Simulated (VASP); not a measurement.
# Pb (Fd-3m) in VASP: notebook, part 2 of 2

VASP 6.6.1. Earlier steps stand in the parts before.

**5. Single point, PBE (volume scaled by 0.6)**

INCAR reads:

```
  PREC = Accurate
  ENCUT = 520
  EDIFF = 1E-6
  ISMEAR = -1
  SIGMA = 0.1
  LREAL = False
  LASPH = True
  NELM = 100
  ALGO = Normal
  ISIF = 2
  LWAVE = False
  LCHARG = True
  GGA = PE
  LELF = True
  LVHAR = True
  NBANDS = 21
```

KPOINTS reads:

```
Automatic mesh
0
Gamma
  11 11 11
```

POSCAR reads:

```
Pb
1.0
    0.0000000000      2.9782199344      2.9782199344
    2.9782199344      0.0000000000      2.9782199344
    2.9782199344      2.9782199344      0.0000000000
Pb
2
Direct
   -0.1250000000     -0.1250000000     -0.1250000000
    0.1250000000      0.1250000000      0.1250000000
```

On the command line:

```
> cat potpaw_PBE.64/Pb_d/POTCAR > POTCAR
> mpirun -np 1 vasp_std > vasp.out
```

It took 28 s on 1 thread of AMD EPYC 9R45 (Zen 5), shared host; peak memory 0.17 GiB.

Results (log left out):

```yaml
Free_energy: -3.6548 eV
Pressure: 44.3 GPa
Band_gap_on_the_k_mesh: zero (band 14 reaches 10.19 eV, above the bottom of band 15 at 9.06 eV)
```

Levels at points of the mesh, in eV from the Fermi level:
```
           k point  band 11  band 12  band 13  band 14  band 15  band 16  band 17  band 18
(0.00, 0.00, 0.00)   -14.81    -1.36     0.55     0.55     0.55     2.47     2.47     2.47
```

Caveat: spin-orbit coupling is left out, which moves the levels of the heavy elements.

**6. Single point, PBE (volume scaled by 0.7)**

INCAR reads:

```
PREC = Accurate
ENCUT = 520
EDIFF = 1E-6
ISMEAR = -1
SIGMA = 0.1
LREAL = False
LASPH = True
NELM = 80
ALGO = Normal
ISIF = 2
LWAVE = False
LCHARG = False
GGA = PE
NBANDS = 21
```

KPOINTS reads:

```
regular mesh
0
Gamma
  11 11 11
```

POSCAR reads:

```
Pb
1.0
    0.0000000000      3.1352513444      3.1352513444
    3.1352513444      0.0000000000      3.1352513444
    3.1352513444      3.1352513444      0.0000000000
Pb
2
Direct
   -0.1250000000     -0.1250000000     -0.1250000000
    0.1250000000      0.1250000000      0.1250000000
```

Potentials or basis: VASP PAW PBE potentials, release 64 (Pb_d).

On the command line:

```
> cat potpaw_PBE.64/Pb_d/POTCAR > POTCAR
> mpirun -np 1 vasp_std > vasp.out
```

OUTCAR:

```text
PREC = Accurate
   ENCUT = 520
   EDIFF = 1E-6
   ISMEAR = -1
   LREAL = False
   LASPH = True
   NELM = 80
   ISIF = 2
   GGA = PE

 ion  position               nearest neighbor table
   1  0.875  0.875  0.875-   2 2.72   2 2.72   2 2.72   2 2.72
   2  0.125  0.125  0.125-   1 2.72   1 2.72   1 2.72   1 2.72

  LATTYP: Found a face centered cubic cell.
 ALAT       =     6.2705026888

  Lattice vectors:

 A1 = (   0.0000000000,   3.1352513444,   3.1352513444)
 A2 = (   3.1352513444,   0.0000000000,   3.1352513444)
 A3 = (   3.1352513444,   3.1352513444,   0.0000000000)

Analysis of symmetry for initial positions (statically):
=====================================================================
 Subroutine PRICEL returns:
 Original cell was already a primitive cell.

 Routine SETGRP: Setting up the symmetry group for a
 face centered cubic supercell.

 Subroutine GETGRP returns: Found 48 space group operations
 (whereof 12 operations were pure point group operations)
 out of a pool of 48 trial point group operations.

The static configuration has the point symmetry D_3d.
 The point group associated with its full space group is O_h .

Analysis of symmetry for dynamics (positions and initial velocities):
=====================================================================
 Subroutine PRICEL returns:
 Original cell was already a primitive cell.

 Routine SETGRP: Setting up the symmetry group for a
 face centered cubic supercell.

 Subroutine GETGRP returns: Found 48 space group operations
 (whereof 12 operations were pure point group operations)
 out of a pool of 48 trial point group operations.

The dynamic configuration has the point symmetry D_3d.
 The point group associated with its full space group is O_h .

[... 109 lines left out ...]
   NELECT =      28.0000    total number of electrons
   NUPDOWN=      -1.0000    fix difference up-down
   EMIN   =  10.00;   EMAX   =-10.00  energy-range for DOS
   EFERMI =   0.00;   METHOD = LEGACY
   ISMEAR =    -1;   SIGMA  =   0.10  broadening in eV -4-tet -1-fermi 0-gaus
   EFERMI_NEDOS =   21; number of points for ismear=-14 and -15
   IALGO  =     38    algorithm
   IMIX   =      4    mixing-type and parameters
     AMIX     =   0.40;   BMIX     =  1.00
     AMIX_MAG =   1.60;   BMIX_MAG =  1.00
  volume/ion in A,a.u.               =      30.82       207.98
  Fermi-wavevector in a.u.,A,eV,Ry     =   1.258477  2.378176 21.548409  1.583763
  Thomas-Fermi vector in A             =   2.392084
   LORBIT       =      0    0 simple, 1 ext, 2 COOP (PROOUT), +10 PAW based schemes
   GGA     = PE    functional components
   LHFCALC =     F    Hartree Fock is set to
   AEXX    =    0.0000 exact exchange contribution
   IVDW    =     0    specifies the selected vdW correction
   LEPSILON=     F    determine dielectric tensor
   LRPA    =     F    only Hartree local field effects (RPA)
 non-spin polarized calculation
  energy-cutoff  :      520.00
  volume of cell :       61.64
 maximum number of plane-waves:      1679
 NGX is ok and might be reduce to    36
   NGX = 17   NGY = 17   NGZ = 17

 number of electron      27.9999998 magnetization

 Free energy of the ion-electron system (eV)
  ---------------------------------------------------
  ext. energy  EPLUGINS =         0.00000000
  ---------------------------------------------------
  free energy    TOTEN  =        -5.38031863 eV

  energy without entropy =       -5.37232193  energy(sigma->0) =       -5.37632028

 E-fermi :   7.4200     XC(G=0):  -9.6927

 val. band max:        7.3464949308   @ k =   0.1818   0.0000   0.0000
 cond. band min:       7.6381911210   @ k =  -0.0909   0.0909   0.0000
 fundamental gap:      0.2916961902
 Fermi energy:         7.4199824142

 k-point     1 :       0.0000    0.0000    0.0000
  band No.  band energies     occupation
      1     -10.7589      2.00000
      2     -10.7589      2.00000
      3     -10.7589      2.00000
      4     -10.6280      2.00000
      5     -10.6280      2.00000
      6      -9.7908      2.00000
[... 565 lines left out ...]
     20      14.9704      0.00000
     21      15.7615      0.00000

 [... further k-points ...]

------------------------ aborting loop because EDIFF is reached ----------------------------------------

  FORCE on cell =-STRESS in cart. coord.  units (eV):
  Direction    XX          YY          ZZ          XY          YZ          ZX
  --------------------------------------------------------------------------------------
  -------------------------------------------------------------------------------------
  Total        8.1259328      8.1259328      8.1259328      0.0000000     -0.0000000      0.0000000
  in kB      211.2208192    211.2208192    211.2208192      0.0000000     -0.0000000      0.0000000
  external PRESSURE =     211.2208192 kB  Pullay stress =       0.0000000 kB

 VOLUME and BASIS-vectors are now :
 -----------------------------------------------------------------------------
  energy-cutoff  :      520.00
  volume of cell :       61.64
      direct lattice vectors                 reciprocal lattice vectors
     0.000000000  3.135251344  3.135251344    -0.159476847  0.159476847  0.159476847
     3.135251344  0.000000000  3.135251344     0.159476847 -0.159476847  0.159476847
     3.135251344  3.135251344  0.000000000     0.159476847  0.159476847 -0.159476847

 POSITION                                       TOTAL-FORCE (eV/Angst)
 -----------------------------------------------------------------------------------
      5.48669      5.48669      5.48669        -0.000000      0.000000      0.000000
      0.78381      0.78381      0.78381         0.000000     -0.000000     -0.000000
 -----------------------------------------------------------------------------------
    total drift:                                0.000000      0.000000      0.000000

  FREE ENERGIE OF THE ION-ELECTRON SYSTEM (eV)
  ---------------------------------------------------
  free  energy   TOTEN  =        -5.3803186281 eV

  energy  without entropy=       -5.3723219283  energy(sigma->0) =       -5.37632028
```

OSZICAR:

```text
N       E                     dE             d eps       ncg     rms          rms(c)
DAV:   1     0.300200050626E+03    0.30020E+03   -0.14217E+04  2352   0.162E+03
DAV:   2     0.171638887693E+02   -0.28304E+03   -0.27689E+03  2372   0.415E+02
DAV:   3    -0.468954836797E+01   -0.21853E+02   -0.21670E+02  2878   0.143E+02
DAV:   4    -0.542614381327E+01   -0.73660E+00   -0.73626E+00  2752   0.296E+01
DAV:   5    -0.546290336848E+01   -0.36760E-01   -0.36759E-01  3245   0.618E+00    0.229E+00
DAV:   6    -0.540447812856E+01    0.58425E-01   -0.46804E-02  3531   0.289E+00    0.129E+00
DAV:   7    -0.537872478395E+01    0.25753E-01   -0.47045E-02  3235   0.291E+00    0.183E-01
DAV:   8    -0.538014526704E+01   -0.14205E-02   -0.63633E-03  2992   0.944E-01    0.436E-02
DAV:   9    -0.538029133346E+01   -0.14607E-03   -0.45391E-04  2819   0.317E-01    0.260E-02
DAV:  10    -0.538031735039E+01   -0.26017E-04   -0.62242E-05  2924   0.778E-02    0.513E-03
DAV:  11    -0.538031869041E+01   -0.13400E-05   -0.53956E-06  2448   0.249E-02    0.130E-03
DAV:  12    -0.538031862814E+01    0.62267E-07   -0.88684E-07  2213   0.137E-02
   1 F= -.53803186E+01 E0= -.53763203E+01  d E =-.799670E-02
```

stdout:

```text
POSCAR found type information on POSCAR Pb
 POSCAR found :  1 types and       2 ions
 scaLAPACK will be used
 LDA part: xc-table for (Slater+PW92), standard interpolation
 POSCAR, INCAR and KPOINTS ok, starting setup
 FFT: planning ... GRIDC
 FFT: planning ... GRID_SOFT
 FFT: planning ... GRID
 WAVECAR not read
 entering main loop
```

It took 44 s on 1 thread of AMD EPYC 9R45 (Zen 5), shared host; peak memory 0.2 GiB.

Results:

```yaml
Free_energy: -5.3803 eV
Pressure: 21.1 GPa
Band_gap_on_the_k_mesh: zero (band 14 reaches 7.90 eV, above the bottom of band 15 at 6.62 eV)
```

Caveat: spin-orbit coupling is left out, which moves the levels of the heavy elements.

**7. Overview**

```csv
cell,gap on the mesh (eV),pressure (GPa)
"a = 3.679 Å, angles 60.0°, 2 atoms",none,218.3
"a = 3.963 Å, angles 60.0°, 2 atoms",none,94.4
"a = 4.212 Å, angles 60.0°, 2 atoms",none,44.3
"a = 4.434 Å, angles 60.0°, 2 atoms",none,21.1
```

Alike in all rows: task single point; level PBE; potentials or basis VASP PAW PBE potentials, release 64 (Pb_d); no spin polarisation; k mesh 11 × 11 × 11; cutoff (eV) 520; smearing fermi-dirac 0.1 eV.

Caveats: spin-orbit coupling is left out, which moves the levels of the heavy elements.

Absolute energies hang on the potentials; compare differences alone.
